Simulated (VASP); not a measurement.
Wanted: the native input for a VASP 6.6.1 run.

| Quantity | Value |
| --- | --- |
| Task | single point |
| Functional | PBE |
| Potentials or basis | VASP PAW PBE potentials, release 64 (Sc_sv, Al) |
| Cutoff | 500 eV |
| k mesh | 10 × 10 × 10 |
| Occupations | gaussian, width 0.05 eV |
| Spin | no spin polarisation |
| Dipole correction | no |
| Further INCAR settings | ALGO = Normal; EDIFF = 1e-06; NBANDS = 18 |

The structure of ScAl3 lies in POSCAR:

```
ScAl3
1.0
    4.1587786036      0.0000000000      0.0000000000
    0.0000000000      4.1587786036      0.0000000000
    0.0000000000      0.0000000000      4.1587786036
Sc Al
1 3
Direct
    0.0000000000      0.0000000000      0.0000000000
    0.5000000000      0.0000000000      0.5000000000
    0.0000000000      0.5000000000      0.5000000000
    0.5000000000      0.5000000000      0.0000000000
```

This cell differs from its parent crystal: volume scaled by 1.040.

These files were run (other wordings do the same):

INCAR

```
SYSTEM = ScAl3
  PREC = Accurate
  ENCUT = 500
  EDIFF = 1E-6
  ISMEAR = 0
  SIGMA = 0.05
  LREAL = .False.
  LASPH = .True.
  NELM = 120
  ALGO = Normal
  ISIF = 2
  LWAVE = .False.
  LCHARG = .False.
  GGA = PE
  NBANDS = 18
  GGA_COMPAT = .False.
```

KPOINTS

```
regular mesh
0
Gamma
  10 10 10
  0 0 0
```

Potentials or basis: VASP PAW PBE potentials, release 64 (Sc_sv, Al).

Run with:

```sh
$ cat potpaw_PBE.64/Sc_sv/POTCAR potpaw_PBE.64/Al/POTCAR > POTCAR
$ mpirun -np 1 vasp_std > vasp.out
```

It gave:

The pressure is -3.1 GPa. The band gap on the k mesh is zero (band 10 reaches 7.60 eV, above the bottom of band 11 at 3.92 eV).

Wall time 55 s on 1 thread of Intel Xeon 6975P-C, on a shared host, peak memory 0.21 GiB.
